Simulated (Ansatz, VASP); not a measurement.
## Lu in VASP and in Ansatz

```
Lu
1.0
     3.44337    0.00000    0.00000
    -1.72169    2.98205    0.00000
     0.00000    0.00000    5.35053
Lu
2
Direct
  0.33333 0.66667 0.25000
  0.66667 0.33333 0.75000
```

Alike in both runs: functional PBEsol; k mesh 15 × 15 × 10; occupations methfessel-paxton of order 1, width 0.1 eV; no spin polarisation.

Ansatz relaxed the structure, and its values are those at the end. VASP's run is a single point on that final structure, the one shown.

|  | VASP | Ansatz |
| --- | --- | --- |
| version | VASP 6.6.1 | Ansatz 0.2.0 |
| potentials or method | VASP PAW PBE potentials, release 64 (Lu) | scalar-relativistic, plane waves, PAW |
| plane-wave cutoff (eV) | 520 | 420 |
| valence electrons in the cell | 50 | 50 |

|  | VASP | Ansatz | Ansatz less VASP |
| --- | --- | --- | --- |
| gap on the k mesh at the Fermi level (eV) | none | none | - |
| pressure (GPa) | -0.1 | 0.0 | +0.07 |

VASP's potentials were made for PBE, not for PBEsol. A gap of «none» marks a metal or a gap that the smearing closes.

Neither program's run includes spin-orbit coupling.
